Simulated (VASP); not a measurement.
Wanted: the native input for a VASP 6.6.1 run.

```
Task                   : relaxation of cell and atoms
Functional             : PBE
Potentials or basis    : VASP PAW PBE potentials, release 64 (Al, P)
Cutoff                 : 600 eV
k mesh                 : 3 × 3 × 6
Occupations            : gaussian, width 0.1 eV
Spin                   : no spin polarisation
Dipole correction      : no
Further INCAR settings : ALGO = Normal; EDIFF = 1e-07; IBRION = 2; EDIFFG = -0.04; NSW = 90; ISIF = 3
```

The structure of AlP5 lies in POSCAR:

```
AlP5
1.0
    7.6562855466      0.0000000000      0.0000000000
   -3.8281427733      6.6305377820      0.0000000000
    0.0000000000      0.0000000000      2.5318474462
Al P
1 5
Direct
    0.0000000000      0.0000000000      0.5000000000
    0.5000000000      0.0000000000      0.5000000000
    0.0000000000      0.5000000000      0.5000000000
    0.5000000000      0.5000000000      0.5000000000
    0.3333333333      0.6666666667      0.5000000000
    0.6666666667      0.3333333333      0.5000000000
```

The input as run:

INCAR

```
PREC = Accurate
ENCUT = 600
EDIFF = 1E-7
ISMEAR = 0
SIGMA = 0.1
LREAL = False
LASPH = True
NELM = 80
ALGO = Normal
ISIF = 3
LWAVE = False
LCHARG = False
GGA = PE
IBRION = 2
NSW = 90
EDIFFG = -0.04
```

KPOINTS

```
regular mesh
0
Gamma
  3 3 6
```

Potentials or basis: VASP PAW PBE potentials, release 64 (Al, P).

Run with:

```console
$ cat potpaw_PBE.64/Al/POTCAR potpaw_PBE.64/P/POTCAR > POTCAR
$ mpirun -np 1 vasp_std > vasp.out
```

It gave:

```json
{"Relaxed volume": "21.63 Å³/atom", "Relaxed cell": "a = 7.977 Å, b = 7.977 Å, c = 2.356 Å, α = 90.00°, β = 90.00°, γ = 120.00°", "Space group after relaxing (to 0.05 Å)": "P6/mmm (No. 191)", "Energy gained by relaxing": "87.5 meV/atom", "Ionic steps": "8", "Pressure after relaxing": "0.0 GPa", "Band gap on the k mesh": "zero (band 14 reaches 5.67 eV, above the bottom of band 15 at 4.37 eV)"}
```

Caveat: the k points lie up to 0.44 Å⁻¹ apart in the final cell.

Wall time 2.2 min on 1 thread of Intel(R) Xeon(R) Platinum 8488C (Sapphire Rapids) (shared host), peak memory 0.28 GiB.
